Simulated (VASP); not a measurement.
Input of a VASP 6.6.1 run:

File POSCAR:

```
Al2O3
1.0
    2.6872868184      0.0000000000      0.0000000000
   -1.3436434092      2.3272586520      0.0000000000
    0.0000000000      0.0000000000      8.6514578172
Al O
2 3
Direct
    0.0000000000      0.0000000000      0.1809441335
    0.0000000000      0.0000000000      0.8190558665
    0.3333333333      0.6666666667      0.2680062644
    0.6666666667      0.3333333333      0.0000000000
    0.3333333333      0.6666666667      0.7319937356
```

INCAR.step1

```
PREC     = Accurate       # precision mode
ENCUT    = 520            # plane-wave cutoff, eV
ISMEAR   = 0              # smearing method
SIGMA    = 0.05           # smearing width, eV
LREAL    = False          # projectors in reciprocal space
LASPH    = True           # aspherical terms in the spheres
NELM     = 80             # most SCF steps
NBANDS   = 20             # bands
GGA      = PE             # functional
ALGO     = Normal         # electronic algorithm
EDIFF    = 1E-4           # SCF threshold, eV
LWAVE    = True           # write WAVECAR
LCHARG   = False          # write CHGCAR
```

Contents of INCAR.step2:

```
PREC     = Accurate       # precision mode
ENCUT    = 520            # plane-wave cutoff, eV
EDIFF    = 1E-6           # SCF threshold, eV
ISMEAR   = 0              # smearing method
SIGMA    = 0.05           # smearing width, eV
LREAL    = False          # projectors in reciprocal space
LASPH    = True           # aspherical terms in the spheres
NELM     = 80             # most SCF steps
ALGO     = Normal         # electronic algorithm
ISIF     = 2              # what is computed and relaxed
LWAVE    = False          # write WAVECAR
LCHARG   = False          # write CHGCAR
METAGGA  = R2SCAN         # meta-GGA
LMIXTAU  = True         
NBANDS   = 20             # bands
ISTART   = 1
```

File KPOINTS:

```
regular mesh
0
Gamma
  12 12 4
```

Potentials or basis: VASP PAW PBE potentials, release 64 (Al, O).

Launch:

```sh
$ cat potpaw_PBE.64/Al/POTCAR potpaw_PBE.64/O/POTCAR > POTCAR
$ cp INCAR.step1 INCAR
$ mpirun -np 1 vasp_std > vasp.out
$ cp INCAR.step2 INCAR
$ mpirun -np 1 vasp_std > vasp.out
```

**Question.** Estimate the pressure.

**Answer.** 14.0 GPa.

**Question.** Predict the band gap on the k mesh.

**Answer.** 5.32 eV.

Stress tensor (GPa, compression positive):
```
 35.72   0.00   0.00
  0.00  35.72   0.00
  0.00   0.00 -29.40
```

Caveat: the cell stands under pressure; the PAW data sets were made with another functional, which shifts forces and pressure a little. A k mesh can miss the band edges.
